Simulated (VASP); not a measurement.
# As: single point with PBE+D3(BJ)

As, a sheet with vacuum:

```
As
1.0
     3.75950    0.00000    0.00000
    -1.87975    3.25582    0.00000
     0.00000    0.00000   20.00000
As
4
Cartesian
  1.8797 1.0853 8.3800
  0.0000 2.1705 7.1069
  1.8797 1.0853 11.6200
  0.0000 0.0000 12.8931
```

- Program: VASP 6.6.1
- Task: single point
- Functional: PBE
- Dispersion: D3(BJ)
- Potentials or basis: VASP PAW PBE potentials, release 64 (As)
- Cutoff: 520 eV
- k mesh: 6 × 6 × 1
- Occupations: gaussian, width 0.1 eV
- Spin: no spin polarisation

```yaml
Largest_force: 0.692 eV/Å
Band_gap_on_the_k_mesh: zero (band 10 reaches -1.01 eV, above the bottom of band 11 at -1.12 eV)
Dispersion_energy_per_atom: -0.250 eV
```

Forces on the atoms (eV/Å):
```
As   0.000  0.000  0.506
As   0.000  0.000 -0.692
As   0.000  0.000 -0.506
As   0.000  0.000  0.692
```

Levels at points of the mesh, in eV from the Fermi level:
```csv
k point,band 8,band 9,band 10,band 11,band 12,band 13
"(0.00, 0.00, 0.00)",-1.63,-1.63,-0.35,-0.18,0.78,1.92
"(0.50, 0.00, 0.00)",-3.26,-2.53,-1.94,0.39,0.76,2.63
```

It took 68 s on 1 thread of AMD EPYC 7R13 Processor (Zen 3), on a shared host, peak memory 0.28 GiB.
